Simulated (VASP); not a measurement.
Here is a VASP 6.6.1 calculation.

POSCAR

```
In4Sb3As
1.0
    4.6090239446      0.0000000000      0.0000000000
    0.0000000000      4.6090239446      0.0000000000
    0.0000000000      0.0000000000     12.9987684508
As In Sb
1 4 3
Direct
    0.0000000000      0.0000000000      0.0000000000
    0.0000000000      0.5000000000      0.8876518365
    0.5000000000      0.0000000000      0.6294370928
    0.0000000000      0.5000000000      0.3705629072
    0.5000000000      0.0000000000      0.1123481635
    0.5000000000      0.5000000000      0.7584818472
    0.0000000000      0.0000000000      0.5000000000
    0.5000000000      0.5000000000      0.2415181528
```

The input INCAR.step1:

```
ALGO = Normal ; EDIFF = 1E-4
ENCUT = 520 ; GGA = PE
ISMEAR = -1 ; LASPH = True
LCHARG = False ; LREAL = False
LWAVE = True ; NBANDS = 46
NELM = 60 ; PREC = Accurate
SIGMA = 0.02
```

INCAR.step2

```
ALGO = Normal ; EDIFF = 1E-7
ENCUT = 520 ; ISIF = 2
ISMEAR = -1 ; ISTART = 1
LASPH = True ; LCHARG = True
LELF = True ; LMIXTAU = True
LREAL = False ; LVHAR = True
LWAVE = False ; METAGGA = R2SCAN
NBANDS = 46 ; NELM = 60
PREC = Accurate ; SIGMA = 0.02
```

KPOINTS

```
k-points
0
Gamma
  6 6 2
```

Potentials or basis: VASP PAW PBE potentials, release 64 (As, In_d, Sb).

Launch:

```sh
$ cat potpaw_PBE.64/As/POTCAR potpaw_PBE.64/In_d/POTCAR potpaw_PBE.64/Sb/POTCAR > POTCAR
$ cp INCAR.step1 INCAR
$ mpirun -np 1 vasp_std > vasp.out
$ cp INCAR.step2 INCAR
$ mpirun -np 1 vasp_std > vasp.out
```

Task: Predict the largest force.

Result: 0.018 eV/Å.

Task: Estimate the band gap on the k mesh.

Result: Zero (filled and empty bands touch).

Task: Estimate the pressure.

Result: -1.3 GPa.

Forces on the atoms (eV/Å):
```
As   0.000  0.000  0.000
In   0.000  0.000 -0.018
In   0.000  0.000  0.000
In   0.000  0.000  0.000
In   0.000  0.000  0.018
Sb   0.000  0.000  0.001
Sb   0.000  0.000  0.000
Sb   0.000  0.000 -0.001
```

Caveat: semilocal functionals underestimate gaps, and a narrow one can read as zero; the PAW data sets were made with another functional, which shifts forces and pressure a little; spin-orbit coupling is left out, which moves the levels of the heavy elements.
